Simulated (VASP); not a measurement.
A run of VASP 6.6.1 is set up as follows.

Contents of INCAR:

```
SYSTEM = Mg
PREC = Accurate
ENCUT = 520
EDIFF = 1E-7
ISMEAR = -1
SIGMA = 0.08
LREAL = .FALSE.
LASPH = .TRUE.
NELM = 100
ALGO = Normal
ISIF = 2
LWAVE = .FALSE.
LCHARG = .FALSE.
GGA = PE
NBANDS = 12
```

KPOINTS

```
Automatic mesh
0
G
  12 12 4
  0 0 0
```

File POSCAR:

```
Mg
1.0
    3.0783403786      0.0000000000      0.0000000000
   -1.5391701893      2.6659209693      0.0000000000
    0.0000000000      0.0000000000      9.9045532424
Mg
4
Direct
    0.0000000000      0.0000000000      0.0000000000
    0.0000000000      0.0000000000      0.5000000000
    0.3333333333      0.6666666667      0.2500000000
    0.6666666667      0.3333333333      0.7500000000
```

Potentials or basis: VASP PAW PBE potentials, release 64 (Mg).

Command:

```console
$ cat potpaw_PBE.64/Mg/POTCAR > POTCAR
$ mpirun -np 1 vasp_std > vasp.out
```

(1) Predict the pressure.

(2) Estimate the band gap on the k mesh.

Answers

(1) 5.6 GPa.

(2) zero (band 4 reaches 4.36 eV, above the bottom of band 5 at 2.16 eV).
